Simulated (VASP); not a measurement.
Set up this calculation in VASP 6.6.1, as the native input.

```yaml
Task: single point
Functional: PBE
Dispersion: D3(BJ)
Potentials_or_basis: VASP PAW PBE potentials, release 64 (Sn_d, O)
Cutoff: 520 eV
k_mesh: 7 × 7 × 1
Occupations: gaussian, width 0.05 eV
Spin: no spin polarisation
Dipole_correction: yes
Further_INCAR_settings: ALGO = Normal; EDIFF = 1e-06; NBANDS = 50
```

The structure of SnO lies in POSCAR:

```
SnO
1.0
    3.8201630918      0.0000000000      0.0000000000
    0.0000000000      3.8201630918      0.0000000000
    0.0000000000      0.0000000000     22.2260821141
Sn O
4 4
Direct
    0.7500000000      0.2500000000      0.2024648328
    0.2500000000      0.7500000000      0.3087832134
    0.7500000000      1.2500000000      0.4887519537
    0.2500000000      1.7500000000      0.5950703343
    0.2500000000      0.2500000000      0.2556240231
    0.7500000000      0.7500000000      0.2556240231
    0.2500000000      1.2500000000      0.5419111440
    0.7500000000      1.7500000000      0.5419111440
```

One way to write it, as run:

INCAR

```
PREC = Accurate
ENCUT = 520
EDIFF = 1E-6
ISMEAR = 0
SIGMA = 0.05
LREAL = F
LASPH = T
NELM = 100
ALGO = Normal
ISIF = 2
LWAVE = F
LCHARG = F
LDIPOL = T
IDIPOL = 3
DIPOL = 0.5 0.5 0.399
GGA = PE
IVDW = 12
NBANDS = 50
```

KPOINTS

```
Automatic mesh
0
Gamma
  7 7 1
```

Potentials or basis: VASP PAW PBE potentials, release 64 (Sn_d, O).

Run with:

```sh
$ cat potpaw_PBE.64/Sn_d/POTCAR potpaw_PBE.64/O/POTCAR > POTCAR
$ mpirun -np 1 vasp_std > vasp.out
```

Results of the run:

| Quantity | Value |
| --- | --- |
| Largest force | 0.196 eV/Å |
| Band gap on the k mesh | 2.54 eV, indirect (least direct gap 2.55 eV) |
| Dispersion energy per atom | -0.157 eV |

Caveat: spin-orbit coupling is left out, which moves the levels of the heavy elements.

Run time: 4.4 min on 1 thread of Intel Xeon 6975P-C, on a shared host, peak memory 0.4 GiB.
